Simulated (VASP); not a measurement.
# KTa6 in VASP: further runs

KTa6 is run at these levels: PBEsol; tasks: single point.

All numbers are computed with VASP 6.6.1; they aren't measurements. Logs are shortened: lines on timing, memory, paths and dates and some standing lists are left out, and cuts for length are marked.

## 1. The cell of the first run

The cell holds a slab with vacuum, 7 atoms: a = 4.639 Å, b = 4.639 Å, c = 19.944 Å, α = 90.00°, β = 90.00°, γ = 120.00°.

## 2. Single point, PBEsol

File INCAR:

```
SYSTEM = KTa6
ALGO = Normal
DIPOL = 0.5 0.5 0.354
EDIFF = 1E-6
ENCUT = 520
GGA = PS
IDIPOL = 3
ISIF = 2
ISMEAR = 0
LASPH = .True.
LCHARG = .True.
LDIPOL = .True.
LELF = .True.
LREAL = .False.
LVACPOTAV = .True.
LVHAR = .True.
LWAVE = .False.
NBANDS = 46
NELM = 60
PREC = Accurate
SIGMA = 0.1
```

File KPOINTS:

```
k-points
0
Gamma
  6 6 1
  0 0 0
```

File POSCAR:

```
KTa6
1.0
    4.6392671641      0.0000000000      0.0000000000
   -2.3196335821      4.0177232191      0.0000000000
    0.0000000000      0.0000000000     19.9438808552
Ta K
6 1
Direct
    0.6666666667      0.3333333333      0.2005627706
    0.3333333334      0.6666666667      0.2480453268
    0.0000000000      0.0000000000      0.2955278831
    0.6666666667      0.3333333333      0.3400187737
    0.3333333334      0.6666666667      0.3814681521
    0.0000000000      0.0000000000      0.4233820346
    0.1111111111      0.2222222222      0.5877301499
```

Potentials or basis: VASP PAW PBE potentials, release 64 (Ta_pv, K_sv).

Started as:

```sh
$ cat potpaw_PBE.64/Ta_pv/POTCAR potpaw_PBE.64/K_sv/POTCAR > POTCAR
$ mpirun -np 1 vasp_std > vasp.out
```

OUTCAR:

```text
SYSTEM = KTa6
   EDIFF = 1E-6
   ENCUT = 520
   GGA = PS
   ISIF = 2
   ISMEAR = 0
   LASPH = .True.
   LREAL = .False.
   NELM = 60
   PREC = Accurate

 ion  position               nearest neighbor table
   1  0.667  0.333  0.201-   4 2.78   2 2.84   2 2.84   2 2.84   3 3.28   3 3.28   3 3.28
   2  0.333  0.667  0.248-   5 2.66   1 2.84   1 2.84   1 2.84   3 2.84   3 2.84   3 2.84   4 3.25
                             4 3.25   4 3.25
   3  0.000  0.000  0.296-   6 2.55   4 2.82   4 2.82   4 2.82   2 2.84   2 2.84   2 2.84   5 3.18
                             5 3.18   5 3.18   1 3.28   1 3.28   1 3.28
   4  0.667  0.333  0.340-   1 2.78   5 2.80   5 2.80   5 2.80   3 2.82   3 2.82   3 2.82   6 3.15
                             6 3.15   6 3.15   2 3.25   2 3.25   2 3.25
   5  0.333  0.667  0.381-   2 2.66   4 2.80   4 2.80   4 2.80   6 2.81   6 2.81   6 2.81   3 3.18
                             3 3.18   3 3.18
   6  0.000  0.000  0.423-   3 2.55   5 2.81   5 2.81   5 2.81   4 3.15   4 3.15   4 3.15   7 3.40

   7  0.111  0.222  0.588-   6 3.40

  LATTYP: Found a hexagonal cell.
 ALAT       =     4.6392671641
 C/A-ratio  =     4.2989291519

  Lattice vectors:

 A1 = (   4.6392671641,   0.0000000000,   0.0000000000)
 A2 = (  -2.3196335821,   4.0177232191,   0.0000000000)
 A3 = (   0.0000000000,   0.0000000000,  19.9438808552)

Analysis of symmetry for initial positions (statically):
=====================================================================
 Subroutine PRICEL returns:
 Original cell was already a primitive cell.

 Routine SETGRP: Setting up the symmetry group for a
 hexagonal supercell.

 Subroutine GETGRP returns: Found  2 space group operations
 (whereof  2 operations were pure point group operations)
 out of a pool of 24 trial point group operations.

The static configuration has the point symmetry C_1h.

Analysis of symmetry for dynamics (positions and initial velocities):
=====================================================================
 Subroutine PRICEL returns:
 Original cell was already a primitive cell.

 Routine SETGRP: Setting up the symmetry group for a
 hexagonal supercell.

 Subroutine GETGRP returns: Found  2 space group operations
 (whereof  2 operations were pure point group operations)
 out of a pool of 24 trial point group operations.

The dynamic configuration has the point symmetry C_1h.

 Subroutine INISYM returns: Found  2 space group operations
 (whereof  2 operations are pure point group operations),
 and found     1 'primitive' translations

----------------------------------------------------------------------------------------

                                     Primitive cell

  volume of cell :     371.7398

  direct lattice vectors                    reciprocal lattice vectors
     4.639267164  0.000000000  0.000000000     0.215551285  0.124448593  0.000000000
    -2.319633582  4.017723219  0.000000000     0.000000000  0.248897185  0.000000000
     0.000000000  0.000000000 19.943880855     0.000000000  0.000000000  0.050140693

  length of vectors
     4.639267164  4.639267164 19.943880855     0.248897185  0.248897185  0.050140693

  position of ions in fractional coordinates (direct lattice)
     0.666666667  0.333333333  0.200562771
     0.333333333  0.666666667  0.248045327
     0.000000000  0.000000000  0.295527883
     0.666666667  0.333333333  0.340018774
     0.333333333  0.666666667  0.381468152
     0.000000000  0.000000000  0.423382035
     0.111111111  0.222222222  0.587730150

  ion indices of the primitive-cell ions
   primitive index   ion index
                 1           1
                 2           2
                 3           3
                 4           4
                 5           5
                 6           6
                 7           7

----------------------------------------------------------------------------------------

 KPOINTS: k-points

Automatic generation of k-mesh.
 Grid dimensions read from file:
 generate k-points for:    6    6    1

 Generating k-lattice:

  Cartesian coordinates                     Fractional coordinates (reciprocal lattice)
     0.035925214  0.020741432  0.000000000     0.166666667  0.000000000  0.000000000
     0.000000000  0.041482864  0.000000000     0.000000000  0.166666667  0.000000000
     0.000000000  0.000000000  0.050140693     0.000000000  0.000000000  1.000000000

  Length of vectors
     0.041482864  0.041482864  0.050140693

  Shift w.r.t. Gamma in fractional coordinates (k-lattice)
     0.000000000  0.000000000  0.000000000

 Subroutine IBZKPT returns following result:
 ===========================================

 Found     13 irreducible k-points:

 Following reciprocal coordinates:
            Coordinates               Weight
  0.000000  0.000000  0.000000      1.000000
  0.166667  0.000000  0.000000      4.000000
  0.000000  0.166667  0.000000      2.000000
  0.333333 -0.000000  0.000000      4.000000
  0.000000  0.333333  0.000000      2.000000
  0.500000  0.000000  0.000000      2.000000
  0.000000  0.500000  0.000000      1.000000
  0.166667  0.166667  0.000000      4.000000
 -0.333333  0.166667  0.000000      2.000000
  0.333333  0.166667  0.000000      4.000000
 -0.166667  0.500000  0.000000      4.000000
  0.500000  0.333333  0.000000      4.000000
  0.333333  0.333333  0.000000      2.000000
   k-points           NKPTS =     13   k-points in BZ     NKDIM =     13   number of bands    NBANDS=     46
   number of dos      NEDOS =    301   number of ions     NIONS =      7
   total plane-waves  NPLWV = 194400
   dimension x,y,z NGX =    36 NGY =   36 NGZ =  150
   dimension x,y,z NGXF=    72 NGYF=   72 NGZF=  300
   ions per type =               6   1
   NGX,Y,Z   is equivalent  to a cutoff of  12.90, 12.90, 12.50 a.u.
   NGXF,Y,Z  is equivalent  to a cutoff of  25.80, 25.80, 25.01 a.u.
 SYSTEM =  KTa6
   PREC   = accura    normal or accurate (medium, high low for compatibility)
   ISTART =      0    job   : 0-new  1-cont  2-samecut
   ICHARG =      2    charge: 1-file 2-atom 10-const
   ISPIN  =      1    spin polarized calculation?
   LNONCOLLINEAR =      F non collinear calculations
   LSORBIT =      F    spin-orbit coupling
   LASPH  =      T    aspherical Exc in radial PAW
   ENCUT  =  520.0 eV  38.22 Ry    6.18 a.u.   8.63  8.63 37.08*2*pi/ulx,y,z
   NELM   =     60;   NELMIN=  2; NELMDL= -5     # of ELM steps
   EDIFF  = 0.1E-05   stopping-criterion for ELM
   LREAL  =      F    real-space projection
   EDIFFG = 0.1E-04   stopping-criterion for IOM
   NSW    =      0    number of steps for IOM
   IBRION =     -1    ionic relax: 0-MD 1-quasi-New 2-CG
   NFREE  =      0    steps in history (QN), initial steepest desc. (CG)
   ISIF   =      2    stress and relaxation
   ISYM   =      2    0-nonsym 1-usesym 2-fastsym
   POTIM  = 0.5000    time-step for ionic-motion
   TEBEG  =    0.0;   TEEND  =   0.0 temperature during run
   PSTRESS=    0.0 pullay stress
   NELECT =      75.0000    total number of electrons
   NUPDOWN=      -1.0000    fix difference up-down
   EMIN   =  10.00;   EMAX   =-10.00  energy-range for DOS
   EFERMI =   0.00;   METHOD = LEGACY
   ISMEAR =     0;   SIGMA  =   0.10  broadening in eV -4-tet -1-fermi 0-gaus
   EFERMI_NEDOS =   21; number of points for ismear=-14 and -15
   IALGO  =     38    algorithm
   IMIX   =      4    mixing-type and parameters
     AMIX     =   0.40;   BMIX     =  1.00
     AMIX_MAG =   1.60;   BMIX_MAG =  1.00
  volume/ion in A,a.u.               =      53.11       358.37
  Fermi-wavevector in a.u.,A,eV,Ry     =   0.960172  1.814461 12.543615  0.921930
  Thomas-Fermi vector in A             =   2.089432
   LORBIT       =      0    0 simple, 1 ext, 2 COOP (PROOUT), +10 PAW based schemes
   GGA     = PS    functional components
   LHFCALC =     F    Hartree Fock is set to
   AEXX    =    0.0000 exact exchange contribution
   IVDW    =     0    specifies the selected vdW correction
   LEPSILON=     F    determine dielectric tensor
   LRPA    =     F    only Hartree local field effects (RPA)
 non-spin polarized calculation
 Gauss-broadening in eV      SIGMA  =   0.10
  energy-cutoff  :      520.00
  volume of cell :      371.74
 maximum number of plane-waves:     10037
 NGX is ok and might be reduce to    36
   NGX = 17   NGY = 17   NGZ = 75

 dipolmoment           0.000000      0.000000      0.286240 electrons x Angstroem

 number of electron      75.0000006 magnetization

 dipolmoment           0.000000      0.000000     -0.121320 electrons x Angstroem

 Free energy of the ion-electron system (eV)
  ---------------------------------------------------
  ext. energy  EPLUGINS =         0.00000000
  ---------------------------------------------------
  free energy    TOTEN  =       -69.41880575 eV

  energy without entropy =      -69.37964292  energy(sigma->0) =      -69.39922433

 E-fermi :   0.0689     XC(G=0):  -5.8343

 val. band max:        0.0625647814   @ k =   0.0000   0.5000   0.0000
 cond. band min:       0.1043564162   @ k =   0.3333  -0.0000   0.0000
 fundamental gap:      0.0417916348
 Fermi energy:         0.0689221505

 k-point     1 :       0.0000    0.0000    0.0000
  band No.  band energies     occupation
      1     -34.6508      2.00000
      2     -34.4659      2.00000
      3     -34.3261      2.00000
      4     -34.3247      2.00000
      5     -34.1461      2.00000
      6     -34.1442      2.00000
[... 38 lines left out ...]
     45       2.4217      0.00000
     46       2.4298      0.00000

 k-point     2 :       0.1667    0.0000    0.0000
  band No.  band energies     occupation
      1     -34.6593      2.00000
      2     -34.4844      2.00000
      3     -34.3672      2.00000
      4     -34.3385      2.00000
      5     -34.2265      2.00000
      6     -34.1921      2.00000
[... 531 lines left out ...]
 k-point    13 :       0.3333    0.3333    0.0000
  band No.  band energies     occupation
      1     -34.6910      2.00000
      2     -34.5825      2.00000
      3     -34.3757      2.00000
      4     -34.3026      2.00000
      5     -34.2929      2.00000
      6     -34.1891      2.00000
[... 38 lines left out ...]
     45       1.5409      0.00000
     46       1.8049      0.00000

------------------------ aborting loop because EDIFF is reached ----------------------------------------

  FORCE on cell =-STRESS in cart. coord.  units (eV):
  Direction    XX          YY          ZZ          XY          YZ          ZX
  --------------------------------------------------------------------------------------
  -------------------------------------------------------------------------------------
  Total       -5.2224425     -5.1260163     -3.5945947      0.0000000      0.6131559     -0.0000000
  in kB      -22.5084290    -22.0928374    -15.4924977      0.0000000      2.6426669     -0.0000000
  external PRESSURE =     -20.0312547 kB  Pullay stress =       0.0000000 kB

 VOLUME and BASIS-vectors are now :
 -----------------------------------------------------------------------------
  energy-cutoff  :      520.00
  volume of cell :      371.74
      direct lattice vectors                 reciprocal lattice vectors
     4.639267164  0.000000000  0.000000000     0.215551285  0.124448593  0.000000000
    -2.319633582  4.017723219  0.000000000     0.000000000  0.248897185  0.000000000
     0.000000000  0.000000000 19.943880855     0.000000000  0.000000000  0.050140693

 POSITION                                       TOTAL-FORCE (eV/Angst)
 -----------------------------------------------------------------------------------
      2.31963      1.33924      4.00000        -0.000000      0.010863      1.813611
      0.00000      2.67848      4.94699         0.000000     -0.001796     -0.046752
      0.00000      0.00000      5.89397         0.000000     -0.011778     -1.813642
      2.31963      1.33924      6.78129        -0.000000      0.020647      0.060115
      0.00000      2.67848      7.60796         0.000000     -0.009072      0.244379
      0.00000      0.00000      8.44388         0.000000     -0.207608     -0.259222
     -0.00000      0.89283     11.72162        -0.000000      0.198743      0.001511
 -----------------------------------------------------------------------------------
    total drift:                               -0.000000      0.000105      0.000002

  FREE ENERGIE OF THE ION-ELECTRON SYSTEM (eV)
  ---------------------------------------------------
  free  energy   TOTEN  =       -69.4188057451 eV

  energy  without entropy=      -69.3796429155  energy(sigma->0) =      -69.39922433
```

Wall time 4.4 min (1 thread of Intel Xeon 6975P-C (Granite Rapids), shared host); peak memory 0.54 GiB.

Results:

| Property | Result |
| --- | --- |
| Free energy | -69.4188 eV |
| Largest force | 1.814 eV/Å |
| Band gap on the k mesh | zero (an odd number of electrons rules out a gap without spin polarisation) |

Forces on the atoms (eV/Å):
```
Ta   0.000  0.011  1.814
Ta   0.000 -0.002 -0.047
Ta   0.000 -0.012 -1.814
Ta   0.000  0.021  0.060
Ta   0.000 -0.009  0.244
Ta   0.000 -0.208 -0.259
K    0.000  0.199  0.002
```

Caveat: the PAW data sets were made with another functional, which shifts forces and pressure a little; spin-orbit coupling is left out, which moves the levels of the heavy elements.

## 3. Single point, PBEsol

File INCAR:

```
SYSTEM = KTa6
PREC = Accurate
ENCUT = 520
EDIFF = 1E-6
ISMEAR = 0
SIGMA = 0.1
LREAL = .False.
LASPH = .True.
NELM = 60
ALGO = Normal
ISIF = 2
LWAVE = .False.
LCHARG = .True.
LDIPOL = .True.
IDIPOL = 3
DIPOL = 0.5 0.5 0.354
GGA = PS
LELF = .True.
LVHAR = .True.
LVACPOTAV = .True.
NBANDS = 46
```

File KPOINTS:

```
Automatic mesh
0
Gamma
  6 6 1
  0 0 0
```

File POSCAR:

```
KTa6
1.0
    4.6392671641      0.0000000000      0.0000000000
   -2.3196335821      4.0177232191      0.0000000000
    0.0000000000      0.0000000000     19.9438808552
Ta K
6 1
Direct
    0.6666666667      0.3333333333      0.2005627706
    0.3333333333      0.6666666666      0.2480453268
    0.0000000000      0.0000000000      0.2955278831
    0.6666666667      0.3333333333      0.3400187737
    0.3333333333      0.6666666666      0.3814681521
    0.0000000000      0.0000000000      0.4233820346
    0.2222222222      0.1111111111      0.5862252672
```

Potentials or basis: VASP PAW PBE potentials, release 64 (Ta_pv, K_sv).

Started as:

```sh
$ cat potpaw_PBE.64/Ta_pv/POTCAR potpaw_PBE.64/K_sv/POTCAR > POTCAR
$ mpirun -np 1 vasp_std > vasp.out
```

It took 4.2 min on 1 thread of Intel Xeon 6975P-C (Granite Rapids), shared host; peak memory 0.54 GiB.

The run converged. Its results:

* Free energy: -69.4222 eV
* Largest force: 1.814 eV/Å
* Band gap on the k mesh: zero (an odd number of electrons rules out a gap without spin polarisation)

Forces on the atoms (eV/Å):
```
Ta   0.007  0.004  1.810
Ta   0.000  0.000 -0.046
Ta  -0.010 -0.006 -1.814
Ta   0.006  0.004  0.066
Ta  -0.001  0.000  0.262
Ta  -0.195 -0.112 -0.293
K    0.192  0.111  0.016
```

Levels at points of the mesh, in eV from the Fermi level:
```tsv
k point	band 36	band 37	band 38	band 39	band 40	band 41
(0.00, 0.00, 0.00)	-0.93	-0.38	-0.38	0.06	0.17	0.25
(0.50, 0.00, 0.00)	-0.67	-0.28	-0.01	0.12	0.84	1.10
(0.00, 0.50, 0.00)	-0.66	-0.27	-0.01	0.11	0.85	1.07
```

Caveat: the PAW data sets were made with another functional, which shifts forces and pressure a little; spin-orbit coupling is left out, which moves the levels of the heavy elements.

## 4. Single point, PBEsol

File INCAR:

```
SYSTEM = KTa6
ALGO = Normal
DIPOL = 0.5 0.5 0.354
EDIFF = 1E-6
ENCUT = 520
GGA = PS
IDIPOL = 3
ISIF = 2
ISMEAR = 0
LASPH = .True.
LCHARG = .True.
LDIPOL = .True.
LELF = .True.
LREAL = .False.
LVACPOTAV = .True.
LVHAR = .True.
LWAVE = .False.
NBANDS = 46
NELM = 60
PREC = Accurate
SIGMA = 0.1
```

File KPOINTS:

```
k-points
0
Gamma
  6 6 1
  0 0 0
```

File POSCAR:

```
KTa6
1.0
    4.6392671641      0.0000000000      0.0000000000
   -2.3196335820      4.0177232190      0.0000000000
    0.0000000000      0.0000000000     19.9438808521
Ta K
6 1
Direct
    0.6666666666      0.3333333333      0.2005627706
    0.3333333333      0.6666666667      0.2480453269
    0.0000000000      0.0000000000      0.2955278831
    0.6666666666      0.3333333333      0.3400187729
    0.3333333333      0.6666666667      0.3814681516
    0.0000000000      0.0000000000      0.4233820346
    0.1111111111      0.2222222222      0.5878652985
```

Started as:

```sh
$ cat potpaw_PBE.64/Ta_pv/POTCAR potpaw_PBE.64/K_sv/POTCAR > POTCAR
$ mpirun -np 1 vasp_std > vasp.out
```

Wall time 10 min (1 thread of Oxide Virtual Turin-like, shared host); peak memory 0.52 GiB.

Results (log left out):

```
Free energy            : -69.4188 eV
Largest force          : 1.814 eV/Å
Band gap on the k mesh : zero (an odd number of electrons rules out a gap without spin polarisation)
```

Forces in eV/Å, atoms in the order of the input:
```
Ta   0.000  0.011  1.814
Ta   0.000 -0.002 -0.047
Ta   0.000 -0.012 -1.814
Ta   0.000  0.020  0.060
Ta   0.000 -0.009  0.244
Ta   0.000 -0.206 -0.256
K    0.000  0.198 -0.001
```

Levels at points of the mesh, in eV from the Fermi level:
```tsv
k point	band 34	band 35	band 36	band 37	band 38	band 39	band 40	band 41	band 42	band 43
(0.00, 0.00, 0.00)	-1.08	-0.93	-0.93	-0.38	-0.37	0.05	0.17	0.25	0.25	1.52
(0.50, 0.00, 0.00)	-1.07	-0.94	-0.66	-0.27	-0.01	0.12	0.85	1.07	1.10	1.17
(0.00, 0.50, 0.00)	-1.07	-0.94	-0.65	-0.27	-0.01	0.11	0.85	1.10	1.13	1.17
```

Caveat: the PAW data sets were made with another functional, which shifts forces and pressure a little; spin-orbit coupling is left out, which moves the levels of the heavy elements.

## 5. Single point, PBEsol

File INCAR:

```
SYSTEM = KTa6
PREC = Accurate
ENCUT = 520
EDIFF = 1E-6
ISMEAR = 0
SIGMA = 0.1
LREAL = .False.
LASPH = .True.
NELM = 60
ALGO = Normal
ISIF = 2
LWAVE = .False.
LCHARG = .True.
LDIPOL = .True.
IDIPOL = 3
DIPOL = 0.5 0.5 0.354
GGA = PS
LELF = .True.
LVHAR = .True.
LVACPOTAV = .True.
NBANDS = 46
```

File KPOINTS:

```
Automatic mesh
0
Gamma
  6 6 1
  0 0 0
```

File POSCAR:

```
KTa6
1.0
    4.6392671641      0.0000000000      0.0000000000
   -2.3196335820      4.0177232190      0.0000000000
    0.0000000000      0.0000000000     19.9438808521
Ta K
6 1
Direct
    0.6666666667      0.3333333333      0.2005627706
    0.3333333333      0.6666666666      0.2480453269
    0.0000000000      0.0000000000      0.2955278831
    0.6666666667      0.3333333333      0.3400187729
    0.3333333333      0.6666666666      0.3814681516
    0.0000000000      0.0000000000      0.4233820346
    0.2222222222      0.1111111111      0.5862461490
```

Started as:

```sh
$ cat potpaw_PBE.64/Ta_pv/POTCAR potpaw_PBE.64/K_sv/POTCAR > POTCAR
$ mpirun -np 1 vasp_std > vasp.out
```

Run time: 14 min. Hardware: 1 thread of Oxide Virtual Turin-like, shared host; peak memory 0.5 GiB.

Results (log left out):

```yaml
Free_energy: -69.4222 eV
Largest_force: 1.814 eV/Å
Band_gap_on_the_k_mesh: zero (an odd number of electrons rules out a gap without spin polarisation)
```

Forces in eV/Å, atoms in the order of the input:
```
Ta   0.007  0.004  1.810
Ta   0.000  0.000 -0.046
Ta  -0.010 -0.006 -1.814
Ta   0.006  0.004  0.066
Ta  -0.001  0.000  0.262
Ta  -0.194 -0.112 -0.292
K    0.192  0.111  0.015
```

Levels at points of the mesh, in eV from the Fermi level:
```tsv
k point	band 34	band 35	band 36	band 37	band 38	band 39	band 40	band 41	band 42	band 43
(0.00, 0.00, 0.00)	-1.08	-0.93	-0.93	-0.38	-0.38	0.06	0.17	0.25	0.25	1.53
(0.50, 0.00, 0.00)	-1.07	-0.94	-0.67	-0.28	-0.01	0.12	0.84	1.10	1.13	1.15
(0.00, 0.50, 0.00)	-1.08	-0.94	-0.66	-0.27	-0.01	0.12	0.85	1.07	1.10	1.18
```

Caveat: the PAW data sets were made with another functional, which shifts forces and pressure a little; spin-orbit coupling is left out, which moves the levels of the heavy elements.

## 6. Overview

```tsv
cell	gap on the mesh (eV)	largest force (eV/Å)
a = 4.639, b = 4.639, c = 19.944 Å, angles 90.0, 90.0, 120.0°, 7 atoms, atomic positions A	none	1.81
a = 4.639, b = 4.639, c = 19.944 Å, angles 90.0, 90.0, 120.0°, 7 atoms, atomic positions B	none	1.81
a = 4.639, b = 4.639, c = 19.944 Å, angles 90.0, 90.0, 120.0°, 7 atoms, atomic positions C	none	1.81
```

Alike in all rows: task single point; level PBEsol; potentials or basis VASP PAW PBE potentials, release 64 (Ta_pv, K_sv); no spin polarisation; k mesh 6 × 6 × 1; cutoff (eV) 520; smearing gaussian 0.1 eV.

Caveats: the PAW data sets were made with another functional, which shifts forces and pressure a little; spin-orbit coupling is left out, which moves the levels of the heavy elements.

Total energies depend on the potentials used, so only differences within one code and one set of settings carry meaning.

The gap in the log of VASP goes by the Fermi energy; the results here count the filled bands.